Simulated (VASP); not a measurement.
# InP3 (R-3m) in VASP: further runs, part 2 of 2

VASP 6.6.1.

## Step 4: Single point, r2SCAN (strain -0.0300 x Voigt [0, 0, 1, 0, 0, 0])

File POSCAR:

```
InP3
1.0
    3.7414989627      2.1601554333      3.2681744177
   -3.7414989627      2.1601554333      3.2681744177
    0.0000000000     -4.3203108666      3.2681744177
In P
2 6
Direct
    0.2702519987      0.2702519987      0.2702519987
    0.7297480013      0.7297480013      0.7297480013
    0.7982893840      0.2446976857      0.7982893840
    0.7982893840      0.7982893840      0.2446976857
    0.2446976857      0.7982893840      0.7982893840
    0.2017106160      0.7553023143      0.2017106160
    0.7553023143      0.2017106160      0.2017106160
    0.2017106160      0.2017106160      0.7553023143
```

File INCAR.step1:

```
  ALGO = Normal
  EDIFF = 1E-4
  ENCUT = 520
  GGA = PE
  ISMEAR = 0
  LASPH = True
  LCHARG = False
  LREAL = False
  LWAVE = True
  NBANDS = 38
  NELM = 100
  PREC = Accurate
  SIGMA = 0.15
```

File INCAR.step2:

```
  ALGO = Normal
  EDIFF = 1E-7
  ENCUT = 520
  ISIF = 2
  ISMEAR = 0
  ISTART = 1
  LASPH = True
  LCHARG = False
  LMIXTAU = True
  LREAL = False
  LWAVE = False
  METAGGA = R2SCAN
  NBANDS = 38
  NELM = 100
  PREC = Accurate
  SIGMA = 0.15
```

File KPOINTS:

```
k-points
0
Gamma
  6 6 6
```

Potentials or basis: VASP PAW PBE potentials, release 64 (In_d, P).

On the command line:

```bash
cat potpaw_PBE.64/In_d/POTCAR potpaw_PBE.64/P/POTCAR > POTCAR
cp INCAR.step1 INCAR
mpirun -np 1 vasp_std > vasp.out
cp INCAR.step2 INCAR
mpirun -np 1 vasp_std > vasp.out
```

OUTCAR:

```text
EDIFF = 1E-7
   ENCUT = 520
   ISIF = 2
   ISMEAR = 0
   ISTART = 1
   LASPH = True
   LREAL = False
   METAGGA = R2SCAN
   NELM = 100
   PREC = Accurate

 ion  position               nearest neighbor table
   1  0.270  0.270  0.270-   6 2.65   7 2.65   8 2.65   6 2.87   7 2.87   8 2.87
   2  0.730  0.730  0.730-   3 2.65   5 2.65   4 2.65   3 2.87   5 2.87   4 2.87
   3  0.798  0.245  0.798-   8 2.19   7 2.19   2 2.65   2 2.87
   4  0.798  0.798  0.245-   6 2.19   7 2.19   2 2.65   2 2.87
   5  0.245  0.798  0.798-   8 2.19   6 2.19   2 2.65   2 2.87
   6  0.202  0.755  0.202-   4 2.19   5 2.19   1 2.65   1 2.87
   7  0.755  0.202  0.202-   4 2.19   3 2.19   1 2.65   1 2.87
   8  0.202  0.202  0.755-   3 2.19   5 2.19   1 2.65   1 2.87

  LATTYP: Found a trigonal (rhomboedric) cell.
 ALAT       =     5.4171994618
 COS(alpha) =     0.0459489789

  Lattice vectors:

 A1 = (   3.7414989627,   2.1601554333,   3.2681744177)
 A2 = (  -3.7414989627,   2.1601554333,   3.2681744177)
 A3 = (   0.0000000000,  -4.3203108666,   3.2681744177)

Analysis of symmetry for initial positions (statically):
=====================================================================
 Subroutine PRICEL returns:
 Original cell was already a primitive cell.

 Routine SETGRP: Setting up the symmetry group for a
 trigonal (rhombohedral) supercell.

 Subroutine GETGRP returns: Found 12 space group operations
 (whereof 12 operations were pure point group operations)
 out of a pool of 12 trial point group operations.

The static configuration has the point symmetry D_3d.

Analysis of symmetry for dynamics (positions and initial velocities):
=====================================================================
 Subroutine PRICEL returns:
 Original cell was already a primitive cell.

 Routine SETGRP: Setting up the symmetry group for a
 trigonal (rhombohedral) supercell.

 Subroutine GETGRP returns: Found 12 space group operations
 (whereof 12 operations were pure point group operations)
 out of a pool of 12 trial point group operations.

The dynamic configuration has the point symmetry D_3d.

 Subroutine INISYM returns: Found 12 space group operations
 (whereof 12 operations are pure point group operations),
 and found     1 'primitive' translations

----------------------------------------------------------------------------------------

                                     Primitive cell

  volume of cell :     158.4846

  direct lattice vectors                    reciprocal lattice vectors
     3.741498963  2.160155433  3.268174418     0.133636279  0.077154942  0.101993740
    -3.741498963  2.160155433  3.268174418    -0.133636279  0.077154942  0.101993740
     0.000000000 -4.320310867  3.268174418     0.000000000 -0.154309884  0.101993740

  length of vectors
     5.417199462  5.417199462  5.417199462     0.184970979  0.184970979  0.184970979

  position of ions in fractional coordinates (direct lattice)
     0.270251999  0.270251999  0.270251999
     0.729748001  0.729748001  0.729748001
     0.798289384  0.244697686  0.798289384
[... 46 lines left out ...]
  0.166667  0.000000  0.000000      6.000000
  0.333333  0.000000  0.000000      6.000000
  0.500000  0.000000 -0.000000      3.000000
  0.166667  0.166667  0.000000      6.000000
  0.333333  0.166667 -0.000000     12.000000
[... 16 lines left out ...]
  0.500000  0.500000  0.166667      6.000000
 -0.333333  0.500000  0.166667     12.000000
 [... further k-points ...]
   k-points           NKPTS =     32   k-points in BZ     NKDIM =     32   number of bands    NBANDS=     38
   number of dos      NEDOS =    301   number of ions     NIONS =      8
   total plane-waves  NPLWV =  64000
   dimension x,y,z NGX =    40 NGY =   40 NGZ =   40
   dimension x,y,z NGXF=    80 NGYF=   80 NGZF=   80
   ions per type =               2   6
   NGX,Y,Z   is equivalent  to a cutoff of  12.28, 12.28, 12.28 a.u.
   NGXF,Y,Z  is equivalent  to a cutoff of  24.55, 24.55, 24.55 a.u.
 SYSTEM =  unknown system
   PREC   = accura    normal or accurate (medium, high low for compatibility)
   ISTART =      1    job   : 0-new  1-cont  2-samecut
   ICHARG =      0    charge: 1-file 2-atom 10-const
   ISPIN  =      1    spin polarized calculation?
   LNONCOLLINEAR =      F non collinear calculations
   LSORBIT =      F    spin-orbit coupling
   LASPH  =      T    aspherical Exc in radial PAW
   ENCUT  =  520.0 eV  38.22 Ry    6.18 a.u.  10.07 10.07 10.07*2*pi/ulx,y,z
   NELM   =    100;   NELMIN=  2; NELMDL=  0     # of ELM steps
   EDIFF  = 0.1E-06   stopping-criterion for ELM
   LREAL  =      F    real-space projection
   EDIFFG = 0.1E-05   stopping-criterion for IOM
   NSW    =      0    number of steps for IOM
   IBRION =     -1    ionic relax: 0-MD 1-quasi-New 2-CG
   NFREE  =      0    steps in history (QN), initial steepest desc. (CG)
   ISIF   =      2    stress and relaxation
   ISYM   =      2    0-nonsym 1-usesym 2-fastsym
   POTIM  = 0.5000    time-step for ionic-motion
   TEBEG  =    0.0;   TEEND  =   0.0 temperature during run
   PSTRESS=    0.0 pullay stress
   NELECT =      56.0000    total number of electrons
   NUPDOWN=      -1.0000    fix difference up-down
   EMIN   =  10.00;   EMAX   =-10.00  energy-range for DOS
   EFERMI =   0.00;   METHOD = LEGACY
   ISMEAR =     0;   SIGMA  =   0.15  broadening in eV -4-tet -1-fermi 0-gaus
   EFERMI_NEDOS =   21; number of points for ismear=-14 and -15
   IALGO  =     38    algorithm
   IMIX   =      4    mixing-type and parameters
     AMIX     =   0.40;   BMIX     =  1.00
     AMIX_MAG =   1.60;   BMIX_MAG =  1.00
  volume/ion in A,a.u.               =      19.81       133.69
  Fermi-wavevector in a.u.,A,eV,Ry     =   1.157378  2.187127 18.225321  1.339523
  Thomas-Fermi vector in A             =   2.293990
   LORBIT       =      0    0 simple, 1 ext, 2 COOP (PROOUT), +10 PAW based schemes
   METAGGA = R2SCAN    functional components
   LHFCALC =     F    Hartree Fock is set to
   AEXX    =    0.0000 exact exchange contribution
   IVDW    =     0    specifies the selected vdW correction
   LEPSILON=     F    determine dielectric tensor
   LRPA    =     F    only Hartree local field effects (RPA)
 non-spin polarized calculation
 Gauss-broadening in eV      SIGMA  =   0.15
  energy-cutoff  :      520.00
  volume of cell :      158.48
 maximum number of plane-waves:      4295
   NGX = 21   NGY = 21   NGZ = 21

 number of electron      56.0000008 magnetization

 Free energy of the ion-electron system (eV)
  ---------------------------------------------------
  ext. energy  EPLUGINS =         0.00000000
  ---------------------------------------------------
  free energy    TOTEN  =      -100.12090917 eV

  energy without entropy =     -100.10593429  energy(sigma->0) =     -100.11342173

 E-fermi :   6.6843     XC(G=0): -10.7114

 val. band max:        6.6709683388   @ k =   0.5000   0.5000   0.3333
 cond. band min:       6.7461758754   @ k =   0.0000   0.0000   0.0000
 fundamental gap:      0.0752075366
 Fermi energy:         6.6842673546

 k-point     1 :       0.0000    0.0000    0.0000
  band No.  band energies     occupation
      1      -8.4173      2.00000
      2      -8.4173      2.00000
      3      -8.2918      2.00000
      4      -8.2648      2.00000
      5      -8.2648      2.00000
      6      -8.1649      2.00000
[... 973 lines left out ...]
     37      11.7336      0.00000
     38      11.8837      0.00000

 [... further k-points ...]

------------------------ aborting loop because EDIFF is reached ----------------------------------------

  FORCE on cell =-STRESS in cart. coord.  units (eV):
  Direction    XX          YY          ZZ          XY          YZ          ZX
  --------------------------------------------------------------------------------------
  -------------------------------------------------------------------------------------
  Total        0.9959833      0.9959833      2.9502206      0.0000000      0.0000000      0.0000000
  in kB       10.0687496     10.0687496     29.8248296      0.0000000      0.0000000      0.0000000
  external PRESSURE =      16.6541096 kB  Pullay stress =       0.0000000 kB

 VOLUME and BASIS-vectors are now :
 -----------------------------------------------------------------------------
  energy-cutoff  :      520.00
  volume of cell :      158.48
      direct lattice vectors                 reciprocal lattice vectors
     3.741498963  2.160155433  3.268174418     0.133636279  0.077154942  0.101993740
    -3.741498963  2.160155433  3.268174418    -0.133636279  0.077154942  0.101993740
     0.000000000 -4.320310867  3.268174418     0.000000000 -0.154309884  0.101993740

 POSITION                                       TOTAL-FORCE (eV/Angst)
 -----------------------------------------------------------------------------------
      0.00000      0.00000      2.64969         0.000000     -0.000000      0.049566
      0.00000      0.00000      7.15483         0.000000     -0.000000     -0.049566
      2.07126     -1.19584      6.01761        -0.006516      0.003762     -0.175069
      0.00000      2.39169      6.01761         0.000000     -0.007525     -0.175069
     -2.07126     -1.19584      6.01761         0.006516      0.003762     -0.175069
     -2.07126      1.19584      3.78691         0.006516     -0.003762      0.175069
      2.07126      1.19584      3.78691        -0.006516     -0.003762      0.175069
      0.00000     -2.39169      3.78691         0.000000      0.007525      0.175069
 -----------------------------------------------------------------------------------
    total drift:                               -0.000000      0.000000     -0.000000

  FREE ENERGIE OF THE ION-ELECTRON SYSTEM (eV)
  ---------------------------------------------------
  free  energy   TOTEN  =      -100.1209091686 eV

  energy  without entropy=     -100.1059342881  energy(sigma->0) =     -100.11342173
```

Run time: 6.6 min. Hardware: 1 thread of Intel Xeon 6975P-C (Granite Rapids), shared host; peak memory 0.35 GiB.

What came out:

| Quantity | Value |
| --- | --- |
| Free energy | -100.1209 eV |
| Pressure | 1.7 GPa |
| Largest force | 0.175 eV/Å |
| Band gap on the k mesh | zero (bands 28 and 29 overlap by 0.27 eV) |

Forces on the atoms (eV/Å):
```
In   0.000  0.000  0.050
In   0.000  0.000 -0.050
P   -0.007  0.004 -0.175
P    0.000 -0.008 -0.175
P    0.007  0.004 -0.175
P    0.007 -0.004  0.175
P   -0.007 -0.004  0.175
P    0.000  0.008  0.175
```

Caveat: the cell differs from its parent crystal (strain -0.0300 x Voigt [0, 0, 1, 0, 0, 0]); semilocal functionals underestimate gaps, so a narrow gap can read as zero; the PAW data sets were made with another functional, which shifts forces and pressure a little; spin-orbit coupling is left out, which moves the levels of the heavy elements.

## Step 5: The runs side by side

| cell | gap on the mesh (eV) | pressure (GPa) | largest force (eV/Å) |
| --- | --- | --- | --- |
| a = 5.357 Å, angles 88.6°, 8 atoms | none | 4.1 | 0.44 |
| a = 5.387 Å, angles 88.0°, 8 atoms | none | 2.8 | 0.31 |
| a = 5.417 Å, angles 87.4°, 8 atoms | none | 1.7 | 0.18 |

Alike in all rows: task single point; level r2SCAN; potentials or basis VASP PAW PBE potentials, release 64 (In_d, P); no spin polarisation; k mesh 6 × 6 × 6; cutoff (eV) 520; smearing gaussian 0.15 eV.

Caveats: semilocal functionals underestimate gaps, so a narrow gap can read as zero; the PAW data sets were made with another functional, which shifts forces and pressure a little; spin-orbit coupling is left out, which moves the levels of the heavy elements; the cell stands under pressure (at least some runs).

Total energies depend on the potentials used, so only differences within one code and one set of settings carry meaning.
